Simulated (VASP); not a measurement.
A run of VASP 6.6.1:

Contents of INCAR:

```
PREC     = Accurate       # precision mode
ENCUT    = 500            # plane-wave cutoff, eV
EDIFF    = 1E-6           # SCF threshold, eV
ISMEAR   = 0              # smearing method
SIGMA    = 0.01           # smearing width, eV
LREAL    = F              # projectors in reciprocal space
LASPH    = T              # aspherical terms in the spheres
NELM     = 120            # most SCF steps
ALGO     = Normal         # electronic algorithm
ISIF     = 2              # what is computed and relaxed
LWAVE    = F              # write WAVECAR
LCHARG   = T              # write CHGCAR
GGA      = PE             # functional
LELF     = T              # ELF
LVHAR    = T            
NBANDS   = 15             # bands
GGA_COMPAT= F
```

Contents of KPOINTS:

```
Automatic mesh
0
Gamma
  4 4 4
```

The input POSCAR:

```
CsBr
1.0
    4.3199575724      0.0000000000      0.0000000000
    0.0000000000      4.3199575724      0.0000000000
    0.0000000000      0.0000000000      4.3199575724
Cs Br
1 1
Direct
    0.0000000000      0.0000000000      0.0000000000
    0.5000000000      0.5000000000      0.5000000000
```

Potentials or basis: VASP PAW PBE potentials, release 64 (Cs_sv, Br).

Run with:

```bash
$ cat potpaw_PBE.64/Cs_sv/POTCAR potpaw_PBE.64/Br/POTCAR > POTCAR
$ mpirun -np 1 vasp_std > vasp.out
```

Hardware: 1 thread of Intel(R) Xeon(R) 6975P-C (Granite Rapids), on a shared host.

Task: How long does it take, and how much memory?

Result: Run time: 4.6 s on 1 thread of Intel(R) Xeon(R) 6975P-C (Granite Rapids) (shared host), peak memory 0.18 GiB. Counts: scf iterations 12, k points 10.
